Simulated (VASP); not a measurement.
Set up this calculation in VASP 6.6.1, as the native input.

```yaml
Task: single point
Functional: LDA
Potentials_or_basis: VASP PAW LDA potentials, release 64 (Mo_sv)
Cutoff: 520 eV
k_mesh: 24 × 24 × 24
Occupations: fermi-dirac, width 0.08 eV
Spin: no spin polarisation
Dipole_correction: no
Further_INCAR_settings: ALGO = Normal; EDIFF = 1e-06; NBANDS = 13
```

The structure of Mo lies in POSCAR:

```
Mo
1.0
   -1.5440047643      1.5440047643      1.5440047643
    1.5440047643     -1.5440047643      1.5440047643
    1.5440047643      1.5440047643     -1.5440047643
Mo
1
Direct
    0.0000000000      0.0000000000      0.0000000000
```

One way to write it, as run:

INCAR

```
PREC = Accurate ; ENCUT = 520
EDIFF = 1E-6 ; ISMEAR = -1
SIGMA = 0.08 ; LREAL = False
LASPH = True ; NELM = 100
ALGO = Normal ; ISIF = 2
LWAVE = False ; LCHARG = False
GGA = CA ; NBANDS = 13
```

KPOINTS

```
regular mesh
0
Gamma
  24 24 24
```

Potentials or basis: VASP PAW LDA potentials, release 64 (Mo_sv).

Launch:

```bash
$ cat potpaw_LDA.64/Mo_sv/POTCAR > POTCAR
$ mpirun -np 1 vasp_std > vasp.out
```

Results of the run:

The pressure is 8.3 GPa and the band gap on the k mesh is zero (band 7 reaches 17.82 eV, above the bottom of band 8 at 11.96 eV).

It took 52 s on 1 thread of Intel(R) Xeon(R) Platinum 8488C (Sapphire Rapids), with other jobs on the host, peak memory 0.18 GiB.
